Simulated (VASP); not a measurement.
Here is a VASP 6.6.1 calculation.

File POSCAR:

```
C
1.0
    1.2159619696     -2.1479622876      0.0091232276
    1.2232502972      2.1521701653     -0.0413730204
   -0.0941886657     -0.0851463517      7.1476530721
C
4
Direct
    0.1034933285      0.9456230676      0.7488005552
    0.5908149738      0.4138432831      0.2394105085
    0.9242568809      0.0859987362      0.2421136921
    0.4285181549      0.5893271320      0.7486182121
```

Contents of INCAR.step1:

```
ALGO = Normal ; EDIFF = 1E-4
ENCUT = 520 ; GGA = PE
ISMEAR = 0 ; LASPH = T
LCHARG = F ; LREAL = F
LWAVE = T ; NBANDS = 16
NELM = 60 ; PREC = Accurate
SIGMA = 0.1
```

File INCAR.step2:

```
ALGO = Normal ; EDIFF = 1E-7
ENCUT = 520 ; ISIF = 2
ISMEAR = 0 ; ISTART = 1
LASPH = T ; LCHARG = F
LMIXTAU = T ; LREAL = F
LWAVE = F ; METAGGA = R2SCAN
NBANDS = 16 ; NELM = 60
PREC = Accurate ; SIGMA = 0.1
```

Contents of KPOINTS:

```
k-points
0
Gamma
  14 14 4
```

Potentials or basis: VASP PAW PBE potentials, release 64 (C).

Launch:

```console
$ cat potpaw_PBE.64/C/POTCAR > POTCAR
$ cp INCAR.step1 INCAR
$ mpirun -np 1 vasp_std > vasp.out
$ cp INCAR.step2 INCAR
$ mpirun -np 1 vasp_std > vasp.out
```

Question: What does it give for the largest force?

Answer: 3.015 eV/Å.

Question: What does it give for the pressure?

Answer: -0.3 GPa.

Stress tensor (GPa, compression positive):
```
 8.30  0.37 -0.03
 0.37 -9.15  0.02
-0.03  0.02 -0.12
```

Caveat: the cell differs from its parent crystal (atoms moved at random and the cell strained at random); the PAW data sets were made with another functional, which shifts forces and pressure a little.
